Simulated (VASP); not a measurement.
# BN (Cm) in VASP: further runs, part 3 of 3

VASP 6.6.1. Earlier steps stand in the parts before.

**4. Single point, PBE+D3(BJ) (atom 1 (B) moved by -0.288 Å along [1 2 0] and -0.192 Å along [0 0 1])**

INCAR

```
  PREC = Accurate
  ENCUT = 520
  EDIFF = 1E-6
  ISMEAR = 0
  SIGMA = 0.05
  LREAL = False
  LASPH = True
  NELM = 100
  ALGO = Normal
  ISIF = 2
  LWAVE = False
  LCHARG = False
  GGA = PE
  IVDW = 12
  NBANDS = 16
```

KPOINTS

```
Automatic mesh
0
Gamma
  12 12 4
```

POSCAR

```
BN
1.0
    2.5061233057      0.0000000000      0.0000000000
   -1.2530616528      2.1703664477      0.0000000000
    0.0000000000      0.0000000000      6.5973571420
B N
2 2
Direct
   -0.0663482428     -0.1326964856      0.4708974373
    0.3333333333      0.6666666667      0.0000000000
    0.0000000000      0.0000000000      0.0000000000
    0.6666666667      0.3333333333      0.5000000000
```

Potentials or basis: VASP PAW PBE potentials, release 64 (B, N).

On the command line:

```bash
cat potpaw_PBE.64/B/POTCAR potpaw_PBE.64/N/POTCAR > POTCAR
mpirun -np 1 vasp_std > vasp.out
```

OUTCAR:

```text
PREC = Accurate
   ENCUT = 520
   EDIFF = 1E-6
   ISMEAR = 0
   LREAL = False
   LASPH = True
   NELM = 100
   ISIF = 2
   GGA = PE
   IVDW = 12
 IVDW          = 12

 ion  position               nearest neighbor table
   1  0.934  0.867  0.471-   4 1.17   4 1.62   4 1.62
   2  0.333  0.667  0.000-   3 1.45   3 1.45   3 1.45
   3  0.000  0.000  0.000-   2 1.45   2 1.45   2 1.45
   4  0.667  0.333  0.500-   1 1.17   1 1.62   1 1.62

  LATTYP: Found a hexagonal cell.
 ALAT       =     2.5061233057
 C/A-ratio  =     2.6324950281

  Lattice vectors:

 A1 = (   2.5061233057,   0.0000000000,   0.0000000000)
 A2 = (  -1.2530616528,   2.1703664477,   0.0000000000)
 A3 = (   0.0000000000,   0.0000000000,   6.5973571420)

Analysis of symmetry for initial positions (statically):
=====================================================================
 Subroutine PRICEL returns:
 Original cell was already a primitive cell.

 Routine SETGRP: Setting up the symmetry group for a
 hexagonal supercell.

 Subroutine GETGRP returns: Found  2 space group operations
 (whereof  2 operations were pure point group operations)
 out of a pool of 24 trial point group operations.

The static configuration has the point symmetry C_1h.

Analysis of symmetry for dynamics (positions and initial velocities):
=====================================================================
 Subroutine PRICEL returns:
 Original cell was already a primitive cell.

 Routine SETGRP: Setting up the symmetry group for a
 hexagonal supercell.

 Subroutine GETGRP returns: Found  2 space group operations
 (whereof  2 operations were pure point group operations)
 out of a pool of 24 trial point group operations.

The dynamic configuration has the point symmetry C_1h.

 Subroutine INISYM returns: Found  2 space group operations
 (whereof  2 operations are pure point group operations),
 and found     1 'primitive' translations

[... 119 lines left out ...]
  volume/ion in A,a.u.               =       8.97        60.54
  Fermi-wavevector in a.u.,A,eV,Ry     =   1.250680  2.363443 21.282251  1.564201
  Thomas-Fermi vector in A             =   2.384663
   LORBIT       =      0    0 simple, 1 ext, 2 COOP (PROOUT), +10 PAW based schemes
   GGA     = PE    functional components
   LHFCALC =     F    Hartree Fock is set to
   AEXX    =    0.0000 exact exchange contribution
   IVDW    =    12    specifies the selected vdW correction
   LEPSILON=     F    determine dielectric tensor
   LRPA    =     F    only Hartree local field effects (RPA)
 non-spin polarized calculation
 Gauss-broadening in eV      SIGMA  =   0.05
  energy-cutoff  :      520.00
  volume of cell :       35.88
 maximum number of plane-waves:       985
   NGX =  9   NGY =  9   NGZ = 25

 number of electron      15.9999998 magnetization

 Free energy of the ion-electron system (eV)
  ---------------------------------------------------
  ext. energy  EPLUGINS =         0.00000000
  ---------------------------------------------------
  free energy    TOTEN  =       -32.70591323 eV

  energy without entropy =      -32.70591323  energy(sigma->0) =      -32.70591323

 E-fermi :   4.2336     XC(G=0): -10.1028

 val. band max:        3.9181914481   @ k =   0.0000   0.0000   0.2500
 cond. band min:       5.8159464385   @ k =   0.0000   0.5000   0.5000
 fundamental gap:      1.8977549904
 Fermi energy:         4.2336450355

 k-point     1 :       0.0000    0.0000    0.0000
  band No.  band energies     occupation
      1     -15.6089      2.00000
      2     -15.1392      2.00000
      3      -4.0592      2.00000
      4      -1.8281      2.00000
      5      -1.3002      2.00000
      6       0.7657      2.00000
[... 433 lines left out ...]
      3      -5.5099      2.00000
      4      -5.0109      2.00000
      5      -2.0887      2.00000
      6      -1.2747      2.00000
[... 8 lines left out ...]
     15      17.8966      0.00000
     16      18.7983      0.00000

 [... further k-points ...]

------------------------ aborting loop because EDIFF is reached ----------------------------------------

 Edisp (eV)   -0.56906

 E8    (eV) :    -0.1670

  FORCE on cell =-STRESS in cart. coord.  units (eV):
  Direction    XX          YY          ZZ          XY          YZ          ZX
  --------------------------------------------------------------------------------------
  -------------------------------------------------------------------------------------
  Total      -0.27057    13.43730    -0.23570     0.00000    -3.54805    -0.00000
  in kB     -12.08069   599.95293   -10.52365     0.00000  -158.41439    -0.00000
  external pressure =      192.45 kB  Pullay stress =        0.00 kB

 VOLUME and BASIS-vectors are now :
 -----------------------------------------------------------------------------
  energy-cutoff  :      520.00
  volume of cell :       35.88
      direct lattice vectors                 reciprocal lattice vectors
     2.506123306  0.000000000  0.000000000     0.399022665  0.230375843  0.000000000
    -1.253061653  2.170366448  0.000000000     0.000000000  0.460751686  0.000000000
     0.000000000  0.000000000  6.597357142     0.000000000  0.000000000  0.151575847

 POSITION                                       TOTAL-FORCE (eV/Angst)
 -----------------------------------------------------------------------------------
      1.25306      1.88237      3.10668         0.000000     18.518132      0.590745
     -0.00000      1.44691      0.00000        -0.000000     -0.008755     -0.165094
      0.00000      0.00000      0.00000         0.000000      0.013177      0.138138
      1.25306      0.72346      3.29868        -0.000000    -18.522554     -0.563789
 -----------------------------------------------------------------------------------
    total drift:                                0.000000     -0.000401      0.000024

  FREE ENERGIE OF THE ION-ELECTRON SYSTEM (eV)
  ---------------------------------------------------
  free  energy   TOTEN  =       -33.2749782280 eV

  energy  without entropy=      -33.2749782280  energy(sigma->0) =      -33.27497823
```

OSZICAR:

```text
N       E                     dE             d eps       ncg     rms          rms(c)
DAV:   1     0.451882446333E+02    0.45188E+02   -0.77225E+03  5248   0.925E+02
DAV:   2    -0.340694500232E+02   -0.79258E+02   -0.71932E+02  7248   0.214E+02
DAV:   3    -0.370720080764E+02   -0.30026E+01   -0.29905E+01  6688   0.405E+01
DAV:   4    -0.370884020174E+02   -0.16394E-01   -0.16392E-01  6600   0.334E+00
DAV:   5    -0.370885372971E+02   -0.13528E-03   -0.13528E-03  6656   0.288E-01    0.125E+01
DAV:   6    -0.331393573959E+02    0.39492E+01   -0.59275E+00  7216   0.198E+01    0.550E+00
DAV:   7    -0.327931483291E+02    0.34621E+00   -0.77909E-01  7040   0.669E+00    0.331E+00
DAV:   8    -0.327062022999E+02    0.86946E-01   -0.21447E-01  7008   0.354E+00    0.497E-01
DAV:   9    -0.327053665024E+02    0.83580E-03   -0.21496E-02  6320   0.121E+00    0.259E-01
DAV:  10    -0.327057306633E+02   -0.36416E-03   -0.15490E-03  6600   0.329E-01    0.740E-02
DAV:  11    -0.327058787187E+02   -0.14806E-03   -0.20114E-04  7352   0.128E-01    0.382E-02
DAV:  12    -0.327059092316E+02   -0.30513E-04   -0.37871E-05  7144   0.525E-02    0.124E-02
DAV:  13    -0.327059130264E+02   -0.37948E-05   -0.70515E-06  7072   0.198E-02    0.331E-03
DAV:  14    -0.327059132287E+02   -0.20232E-06   -0.44352E-07  5520   0.594E-03
   1 F= -.33274978E+02 E0= -.33274978E+02  d E =-.100803E-20
```

stdout:

```text
POSCAR found type information on POSCAR B N
 POSCAR found :  2 types and       4 ions
 scaLAPACK will be used
 LDA part: xc-table for (Slater+PW92), standard interpolation
 POSCAR, INCAR and KPOINTS ok, starting setup
 FFT: planning ... GRIDC
 FFT: planning ... GRID_SOFT
 FFT: planning ... GRID
 WAVECAR not read
 entering main loop
```

Wall time 58 s (1 thread of Intel Xeon 6975P-C, shared host); peak memory 0.22 GiB.

Results:

```
Free energy                : -33.2750 eV
Pressure                   : 19.2 GPa
Largest force              : 18.531 eV/Å
Band gap on the k mesh     : 1.90 eV, indirect (least direct gap 3.32 eV)
Dispersion energy per atom : -0.142 eV
```

Forces on the atoms (eV/Å):
```
B     0.000  18.518   0.591
B     0.000  -0.009  -0.165
N     0.000   0.013   0.138
N     0.000 -18.523  -0.564
```

Stress tensor (GPa, compression positive):
```
 -1.21   0.00   0.00
  0.00  60.00 -15.84
  0.00 -15.84  -1.05
```

Caveat: the cell differs from its parent crystal (atom 1 (B) moved by -0.288 Å along [1 2 0] and -0.192 Å along [0 0 1]); forces of over 1 eV/Å act on the atoms, so gaps and moduli don't describe the material at rest.
